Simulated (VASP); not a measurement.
# NaF (Fm-3m) in VASP: notebook

Aim: see how the results for NaF move with the level of theory and the settings. Levels: PBE+D4, RPBE+D4. Tasks: single point.

All numbers are computed with VASP 6.6.1; they aren't measurements. Logs are shortened: lines on timing, memory, paths and dates and some standing lists are left out, and cuts for length are marked.

## 1. The cell of the first run

Symmetry: Fm-3m, No. 225, cubic system. The conventional cell has a = 4.740 Å, b = 4.740 Å, c = 4.740 Å, α = 90.00°, β = 90.00°, γ = 90.00°. Within 3.1 Å of Na (site symmetry m-3m) lie 6 F at 2.37 Å. F (site symmetry m-3m) has 6 Na at 2.37 Å within 3.1 Å.

## 2. Single point, PBE+D4 (volume scaled by 1.04)

The input, INCAR:

```
SYSTEM = NaF
PREC = Accurate
ENCUT = 520
EDIFF = 1E-7
ISMEAR = 0
SIGMA = 0.05
LREAL = .False.
LASPH = .True.
NELM = 80
ALGO = Normal
ISIF = 2
LWAVE = .False.
LCHARG = .False.
GGA = PE
IVDW = 13
NBANDS = 14
```

The input, KPOINTS:

```
regular mesh
0
Gamma
  8 8 8
  0 0 0
```

The input, POSCAR:

```
NaF
1.0
    0.0000000000      2.3699674703      2.3699674703
    2.3699674703      0.0000000000      2.3699674703
    2.3699674703      2.3699674703      0.0000000000
Na F
1 1
Direct
    0.0000000000      0.0000000000      0.0000000000
    0.5000000000      0.5000000000      0.5000000000
```

Potentials or basis: VASP PAW PBE potentials, release 64 (Na_pv, F).

Started as:

```
> cat potpaw_PBE.64/Na_pv/POTCAR potpaw_PBE.64/F/POTCAR > POTCAR
> mpirun -np 1 vasp_std > vasp.out
```

OUTCAR:

```text
SYSTEM = NaF
   PREC = Accurate
   ENCUT = 520
   EDIFF = 1E-7
   ISMEAR = 0
   LREAL = .False.
   LASPH = .True.
   NELM = 80
   ISIF = 2
   GGA = PE
   IVDW = 13

 ion  position               nearest neighbor table
   1  0.000  0.000  0.000-
   2  0.500  0.500  0.500-

  LATTYP: Found a face centered cubic cell.
 ALAT       =     4.7399349406

  Lattice vectors:

 A1 = (   0.0000000000,   2.3699674703,   2.3699674703)
 A2 = (   2.3699674703,   0.0000000000,   2.3699674703)
 A3 = (   2.3699674703,   2.3699674703,   0.0000000000)

Analysis of symmetry for initial positions (statically):
=====================================================================
 Subroutine PRICEL returns:
 Original cell was already a primitive cell.

 Routine SETGRP: Setting up the symmetry group for a
 face centered cubic supercell.

 Subroutine GETGRP returns: Found 48 space group operations
 (whereof 48 operations were pure point group operations)
 out of a pool of 48 trial point group operations.

The static configuration has the point symmetry O_h .

Analysis of symmetry for dynamics (positions and initial velocities):
=====================================================================
 Subroutine PRICEL returns:
 Original cell was already a primitive cell.

 Routine SETGRP: Setting up the symmetry group for a
 face centered cubic supercell.

 Subroutine GETGRP returns: Found 48 space group operations
 (whereof 48 operations were pure point group operations)
 out of a pool of 48 trial point group operations.

The dynamic configuration has the point symmetry O_h .

 Subroutine INISYM returns: Found 48 space group operations
 (whereof 48 operations are pure point group operations),
 and found     1 'primitive' translations

----------------------------------------------------------------------------------------

                                     Primitive cell

  volume of cell :      26.6230

  direct lattice vectors                    reciprocal lattice vectors
     0.000000000  2.369967470  2.369967470    -0.210973360  0.210973360  0.210973360
     2.369967470  0.000000000  2.369967470     0.210973360 -0.210973360  0.210973360
     2.369967470  2.369967470  0.000000000     0.210973360  0.210973360 -0.210973360

  length of vectors
     3.351640139  3.351640139  3.351640139     0.365416578  0.365416578  0.365416578

  position of ions in fractional coordinates (direct lattice)
     0.000000000  0.000000000  0.000000000
     0.500000000  0.500000000  0.500000000

  ion indices of the primitive-cell ions
   primitive index   ion index
                 1           1
                 2           2

----------------------------------------------------------------------------------------

 KPOINTS: regular mesh

Automatic generation of k-mesh.
 Grid dimensions read from file:
 generate k-points for:    8    8    8

 Generating k-lattice:

  Cartesian coordinates                     Fractional coordinates (reciprocal lattice)
    -0.026371670  0.026371670  0.026371670     0.125000000  0.000000000  0.000000000
     0.026371670 -0.026371670  0.026371670     0.000000000  0.125000000  0.000000000
     0.026371670  0.026371670 -0.026371670     0.000000000  0.000000000  0.125000000

  Length of vectors
     0.045677072  0.045677072  0.045677072

  Shift w.r.t. Gamma in fractional coordinates (k-lattice)
     0.000000000  0.000000000  0.000000000

 Subroutine IBZKPT returns following result:
 ===========================================

 Found     29 irreducible k-points:

 Following reciprocal coordinates:
            Coordinates               Weight
  0.000000  0.000000  0.000000      1.000000
  0.125000  0.000000  0.000000      8.000000
  0.250000  0.000000  0.000000      8.000000
  0.375000  0.000000  0.000000      8.000000
  0.500000  0.000000  0.000000      4.000000
  0.125000  0.125000  0.000000      6.000000
[... 16 lines left out ...]
  0.500000  0.250000  0.125000     48.000000
 -0.375000  0.250000  0.125000     24.000000
 [... further k-points ...]
   k-points           NKPTS =     29   k-points in BZ     NKDIM =     29   number of bands    NBANDS=     14
   number of dos      NEDOS =    301   number of ions     NIONS =      2
   total plane-waves  NPLWV =  21952
   dimension x,y,z NGX =    28 NGY =   28 NGZ =   28
   dimension x,y,z NGXF=    56 NGYF=   56 NGZF=   56
   ions per type =               1   1
   NGX,Y,Z   is equivalent  to a cutoff of  13.89, 13.89, 13.89 a.u.
   NGXF,Y,Z  is equivalent  to a cutoff of  27.78, 27.78, 27.78 a.u.
 SYSTEM =  NaF
   PREC   = accura    normal or accurate (medium, high low for compatibility)
   ISTART =      0    job   : 0-new  1-cont  2-samecut
   ICHARG =      2    charge: 1-file 2-atom 10-const
   ISPIN  =      1    spin polarized calculation?
   LNONCOLLINEAR =      F non collinear calculations
   LSORBIT =      F    spin-orbit coupling
   LASPH  =      T    aspherical Exc in radial PAW
[... 28 lines left out ...]
   LHFCALC =     F    Hartree Fock is set to
   AEXX    =    0.0000 exact exchange contribution
   IVDW    =    13    specifies the selected vdW correction
   LEPSILON=     F    determine dielectric tensor
   LRPA    =     F    only Hartree local field effects (RPA)
 non-spin polarized calculation
 Gauss-broadening in eV      SIGMA  =   0.05
  energy-cutoff  :      520.00
  volume of cell :       26.62
 maximum number of plane-waves:       728
 NGX is ok and might be reduce to    28
   NGX = 13   NGY = 13   NGZ = 13

 number of electron      13.9999990 magnetization

 Free energy of the ion-electron system (eV)
  ---------------------------------------------------
  ext. energy  EPLUGINS =         0.00000000
  ---------------------------------------------------
  free energy    TOTEN  =        -8.56771803 eV

  energy without entropy =       -8.56771803  energy(sigma->0) =       -8.56771803

 E-fermi :  -2.1499     XC(G=0):  -8.8365

 val. band max:       -2.3636131962   @ k =   0.0000   0.0000   0.0000
 cond. band min:       3.5842871503   @ k =   0.0000   0.0000   0.0000
 fundamental gap:      5.9479003464
 Fermi energy:        -2.1498536587

 k-point     1 :       0.0000    0.0000    0.0000
  band No.  band energies     occupation
      1     -21.5185      2.00000
      2     -21.5185      2.00000
      3     -21.5185      2.00000
      4     -21.4301      2.00000
      5      -2.3636      2.00000
      6      -2.3636      2.00000
      7      -2.3636      2.00000
      8       3.5843      0.00000
      9      16.1267      0.00000
     10      16.1267      0.00000
     11      16.1267      0.00000
     12      18.8547      0.00000
     13      20.9540      0.00000
     14      20.9540      0.00000

 k-point     2 :       0.1250    0.0000    0.0000
  band No.  band energies     occupation
      1     -21.7417      2.00000
      2     -21.5200      2.00000
      3     -21.5200      2.00000
      4     -21.1896      2.00000
      5      -2.6338      2.00000
      6      -2.3968      2.00000
      7      -2.3968      2.00000
      8       4.1050      0.00000
      9      14.4268      0.00000
     10      16.3356      0.00000
     11      16.3356      0.00000
     12      20.3187      0.00000
     13      20.3187      0.00000
     14      20.5842      0.00000

 k-point     3 :       0.2500    0.0000    0.0000
  band No.  band energies     occupation
      1     -21.9519      2.00000
      2     -21.5236      2.00000
      3     -21.5236      2.00000
      4     -20.9385      2.00000
      5      -3.1823      2.00000
      6      -2.4759      2.00000
      7      -2.4759      2.00000
      8       5.3744      0.00000
      9      12.3425      0.00000
     10      16.7744      0.00000
     11      16.7744      0.00000
     12      19.6403      0.00000
     13      19.6403      0.00000
     14      20.9704      0.00000
[... 324 lines left out ...]
 k-point    23 :       0.5000    0.2500    0.1250
  band No.  band energies     occupation
      1     -21.9854      2.00000
      2     -21.5590      2.00000
      3     -21.5376      2.00000
      4     -20.8391      2.00000
      5      -3.4908      2.00000
      6      -2.8178      2.00000
      7      -2.6289      2.00000
      8       7.8059      0.00000
      9      10.7932      0.00000
     10      14.3209      0.00000
     11      16.1379      0.00000
     12      18.4933      0.00000
     13      20.4391      0.00000
     14      24.2661      0.00000

 k-point    24 :      -0.3750    0.2500    0.1250
  band No.  band energies     occupation
      1     -22.0009      2.00000
      2     -21.5615      2.00000
      3     -21.5431      2.00000
      4     -20.8101      2.00000
      5      -3.5568      2.00000
      6      -2.8866      2.00000
      7      -2.6638      2.00000
      8       8.9809      0.00000
      9       9.8130      0.00000
     10      14.0559      0.00000
     11      15.8320      0.00000
     12      19.0349      0.00000
     13      20.0374      0.00000
     14      24.5619      0.00000

 [... further k-points ...]

------------------------ aborting loop because EDIFF is reached ----------------------------------------

  DFT-D4 for vdW energy calculation

  Edisp (eV):   -0.09618

  FORCE on cell =-STRESS in cart. coord.  units (eV):
  Direction    XX          YY          ZZ          XY          YZ          ZX
  --------------------------------------------------------------------------------------
  -------------------------------------------------------------------------------------
  Total      -0.30109    -0.30109    -0.30109    -0.00000     0.00000    -0.00000
  in kB     -18.11963   -18.11963   -18.11963    -0.00000     0.00000    -0.00000
  external pressure =      -18.12 kB  Pullay stress =        0.00 kB

 VOLUME and BASIS-vectors are now :
 -----------------------------------------------------------------------------
  energy-cutoff  :      520.00
  volume of cell :       26.62
      direct lattice vectors                 reciprocal lattice vectors
     0.000000000  2.369967470  2.369967470    -0.210973360  0.210973360  0.210973360
     2.369967470  0.000000000  2.369967470     0.210973360 -0.210973360  0.210973360
     2.369967470  2.369967470  0.000000000     0.210973360  0.210973360 -0.210973360

 POSITION                                       TOTAL-FORCE (eV/Angst)
 -----------------------------------------------------------------------------------
      0.00000      0.00000      0.00000        -0.000000     -0.000000     -0.000000
      2.36997      2.36997      2.36997         0.000000      0.000000      0.000000
 -----------------------------------------------------------------------------------
    total drift:                                0.000000      0.000000      0.000000

  FREE ENERGIE OF THE ION-ELECTRON SYSTEM (eV)
  ---------------------------------------------------
  free  energy   TOTEN  =        -8.6638994480 eV

  energy  without entropy=       -8.6638994480  energy(sigma->0) =       -8.66389945
```

It took 15 s on 1 thread of Intel Xeon 8259CL, shared host; peak memory 0.15 GiB.

What came out:

- Free energy: -8.6639 eV
- Pressure: -1.8 GPa
- Band gap on the k mesh: 5.95 eV, direct
- Dispersion energy per atom: -0.048 eV

Levels at points of the mesh, in eV from the valence-band top:
| k point | band 5 | band 6 | band 7 | band 8 | band 9 | band 10 |
| --- | --- | --- | --- | --- | --- | --- |
| (0.00, 0.00, 0.00) | 0.00 | 0.00 | 0.00 | 5.95 | 18.49 | 18.49 |
| (0.50, 0.00, 0.00) | -1.45 | -0.22 | -0.22 | 10.37 | 11.90 | 19.38 |
| (0.50, 0.50, 0.00) | -1.17 | -0.37 | -0.37 | 12.60 | 12.95 | 13.07 |

Caveat: the cell differs from its parent crystal (volume scaled by 1.04).

## 3. Single point, RPBE+D4

This run uses another cell than the first one, of 13.58 Å³/atom, 1.020 times its volume.

The input, INCAR:

```
PREC     = Accurate       # precision mode
ENCUT    = 520            # plane-wave cutoff, eV
EDIFF    = 1E-6           # SCF threshold, eV
ISMEAR   = 0              # smearing method
SIGMA    = 0.05           # smearing width, eV
LREAL    = F              # projectors in reciprocal space
LASPH    = T              # aspherical terms in the spheres
NELM     = 60             # most SCF steps
ALGO     = Normal         # electronic algorithm
ISIF     = 2              # what is computed and relaxed
LWAVE    = F              # write WAVECAR
LCHARG   = F              # write CHGCAR
GGA      = RP             # functional
IVDW     = 13             # dispersion correction
NBANDS   = 14             # bands
```

The input, KPOINTS:

```
Automatic mesh
0
Gamma
  8 8 8
```

The input, POSCAR:

```
NaF
1.0
    0.0000000000      2.3856938398      2.3856938398
    2.3856938398      0.0000000000      2.3856938398
    2.3856938398      2.3856938398      0.0000000000
Na F
1 1
Direct
    0.0000000000      0.0000000000      0.0000000000
    0.5000000000      0.5000000000      0.5000000000
```

Potentials or basis: VASP PAW PBE potentials, release 64 (Na_pv, F).

Started as:

```
> cat potpaw_PBE.64/Na_pv/POTCAR potpaw_PBE.64/F/POTCAR > POTCAR
> mpirun -np 1 vasp_std > vasp.out
```

It took 17 s on 1 thread of Intel Xeon 8259CL, shared host; peak memory 0.15 GiB.

It converged, with:

| Quantity | Value |
| --- | --- |
| Free energy | -8.3795 eV |
| Pressure | -0.1 GPa |
| Band gap on the k mesh | 6.17 eV, direct |
| Dispersion energy per atom | -0.095 eV |

Levels at points of the mesh, in eV from the valence-band top:
| k point | band 5 | band 6 | band 7 | band 8 | band 9 | band 10 |
| --- | --- | --- | --- | --- | --- | --- |
| (0.00, 0.00, 0.00) | 0.00 | 0.00 | 0.00 | 6.17 | 18.63 | 18.63 |
| (0.50, 0.00, 0.00) | -1.36 | -0.21 | -0.21 | 10.58 | 12.04 | 19.47 |
| (0.50, 0.50, 0.00) | -1.10 | -0.35 | -0.35 | 12.77 | 13.04 | 13.34 |

Caveat: the PAW data sets were made with another functional, which shifts forces and pressure a little.

## 4. Single point, RPBE+D4 (volume scaled by 0.98)

The input, INCAR:

```
ALGO = Normal
EDIFF = 1E-6
ENCUT = 520
GGA = RP
ISIF = 2
ISMEAR = 0
IVDW = 13
LASPH = True
LCHARG = False
LREAL = False
LWAVE = False
NBANDS = 14
NELM = 80
PREC = Accurate
SIGMA = 0.05
```

The input, KPOINTS:

```
k-points
0
Gamma
  8 8 8
```

The input, POSCAR:

```
NaF
1.0
    0.0000000000      2.3696819893      2.3696819893
    2.3696819893      0.0000000000      2.3696819893
    2.3696819893      2.3696819893      0.0000000000
Na F
1 1
Direct
    0.0000000000      0.0000000000      0.0000000000
    0.5000000000      0.5000000000      0.5000000000
```

Started as:

```
> cat potpaw_PBE.64/Na_pv/POTCAR potpaw_PBE.64/F/POTCAR > POTCAR
> mpirun -np 1 vasp_std > vasp.out
```

Wall time 15 s (1 thread of Intel Xeon 8259CL, shared host); peak memory 0.15 GiB.

The run converged. Its results:

| Item | Value |
| --- | --- |
| Free energy | -8.3779 eV |
| Pressure | 0.7 GPa |
| Band gap on the k mesh | 6.27 eV, direct |
| Dispersion energy per atom | -0.097 eV |

Levels at points of the mesh, in eV from the valence-band top:
```
           k point  band 5  band 6  band 7  band 8  band 9  band 10
(0.00, 0.00, 0.00)    0.00    0.00    0.00    6.27   18.78    18.78
(0.50, 0.00, 0.00)   -1.40   -0.22   -0.22   10.70   12.20    19.69
(0.50, 0.50, 0.00)   -1.13   -0.36   -0.36   12.93   13.24    13.41
```

Caveat: the cell differs from its parent crystal (volume scaled by 0.98); the PAW data sets were made with another functional, which shifts forces and pressure a little.

## 5. Single point, RPBE+D4 (volume scaled by 1.02)

The input, INCAR:

```
PREC = Accurate ; ENCUT = 520
EDIFF = 1E-6 ; ISMEAR = 0
SIGMA = 0.05 ; LREAL = F
LASPH = T ; NELM = 100
ALGO = Normal ; ISIF = 2
LWAVE = F ; LCHARG = F
GGA = RP ; IVDW = 13
NBANDS = 14
```

The input, KPOINTS:

```
regular mesh
0
Gamma
  8 8 8
```

The input, POSCAR:

```
NaF
1.0
    0.0000000000      2.4014935972      2.4014935972
    2.4014935972      0.0000000000      2.4014935972
    2.4014935972      2.4014935972      0.0000000000
Na F
1 1
Direct
    0.0000000000      0.0000000000      0.0000000000
    0.5000000000      0.5000000000      0.5000000000
```

Started as:

```
> cat potpaw_PBE.64/Na_pv/POTCAR potpaw_PBE.64/F/POTCAR > POTCAR
> mpirun -np 1 vasp_std > vasp.out
```

Wall time 18 s (1 thread of Intel Xeon 8259CL, shared host); peak memory 0.15 GiB.

The run converged. Its results:

```yaml
Free_energy: -8.3786 eV
Pressure: -0.9 GPa
Band_gap_on_the_k_mesh: 6.07 eV, direct
Dispersion_energy_per_atom: -0.093 eV
```

Levels at points of the mesh, in eV from the valence-band top:
```
           k point  band 3  band 4  band 5  band 6  band 7  band 8  band 9  band 10  band 11  band 12
(0.00, 0.00, 0.00)  -19.37  -19.12    0.00    0.00    0.00    6.07   18.49    18.49    18.49    21.29
(0.50, 0.00, 0.00)  -19.38  -18.53   -1.32   -0.20   -0.20   10.46   11.87    19.26    19.26    21.94
(0.50, 0.50, 0.00)  -19.41  -18.94   -1.08   -0.35   -0.35   12.62   12.86    13.27    18.73    18.73
```

Caveat: the cell differs from its parent crystal (volume scaled by 1.02); the PAW data sets were made with another functional, which shifts forces and pressure a little. A k mesh can miss the band edges.

## 6. Single point, RPBE+D4 (volume scaled by 0.96)

The input, INCAR:

```
SYSTEM = NaF
PREC = Accurate
ENCUT = 520
EDIFF = 1E-7
ISMEAR = 0
SIGMA = 0.05
LREAL = .FALSE.
LASPH = .TRUE.
NELM = 80
ALGO = Normal
ISIF = 2
LWAVE = .FALSE.
LCHARG = .FALSE.
GGA = RP
IVDW = 13
NBANDS = 14
```

The input, KPOINTS:

```
Automatic mesh
0
G
  8 8 8
  0 0 0
```

The input, POSCAR:

```
NaF
1.0
    0.0000000000      2.3534507813      2.3534507813
    2.3534507813      0.0000000000      2.3534507813
    2.3534507813      2.3534507813      0.0000000000
Na F
1 1
Direct
    0.0000000000      0.0000000000      0.0000000000
    0.5000000000      0.5000000000      0.5000000000
```

Potentials or basis: VASP PAW PBE potentials, release 64 (Na_pv, F).

Started as:

```
> cat potpaw_PBE.64/Na_pv/POTCAR potpaw_PBE.64/F/POTCAR > POTCAR
> mpirun -np 1 vasp_std > vasp.out
```

It took 21 s on 1 thread of Intel Xeon 8259CL, shared host; peak memory 0.15 GiB.

Results (log left out):

* Free energy: -8.3732 eV
* Pressure: 1.6 GPa
* Band gap on the k mesh: 6.37 eV, direct
* Dispersion energy per atom: -0.100 eV

Levels at points of the mesh, in eV from the valence-band top:
```csv
k point,band 3,band 4,band 5,band 6,band 7,band 8,band 9,band 10,band 11,band 12
"(0.00, 0.00, 0.00)",-19.17,-19.17,0.00,0.00,0.00,6.37,18.93,18.93,18.93,21.84
"(0.50, 0.00, 0.00)",-19.18,-18.41,-1.44,-0.23,-0.23,10.82,12.38,19.91,19.91,22.66
"(0.50, 0.50, 0.00)",-19.22,-19.00,-1.16,-0.37,-0.37,13.10,13.44,13.49,19.49,19.49
```

Caveat: the cell differs from its parent crystal (volume scaled by 0.96); the PAW data sets were made with another functional, which shifts forces and pressure a little.

## 7. Overview

| level | cell | gap on the mesh (eV) | pressure (GPa) |
| --- | --- | --- | --- |
| PBE+D4 | a = 3.352 Å, angles 60.0°, 2 atoms | 5.95 | -1.8 |
| RPBE+D4 | a = 3.374 Å, angles 60.0°, 2 atoms | 6.17 | -0.1 |
| RPBE+D4 | a = 3.351 Å, angles 60.0°, 2 atoms | 6.27 | 0.7 |
| RPBE+D4 | a = 3.396 Å, angles 60.0°, 2 atoms | 6.07 | -0.9 |
| RPBE+D4 | a = 3.328 Å, angles 60.0°, 2 atoms | 6.37 | 1.6 |

Alike in all rows: task single point; potentials or basis VASP PAW PBE potentials, release 64 (Na_pv, F); no spin polarisation; k mesh 8 × 8 × 8; cutoff (eV) 520; smearing gaussian 0.05 eV.

Caveats: the PAW data sets were made with another functional, which shifts forces and pressure a little (some runs).

Total energies depend on the potentials used, so only differences within one code and one set of settings carry meaning.
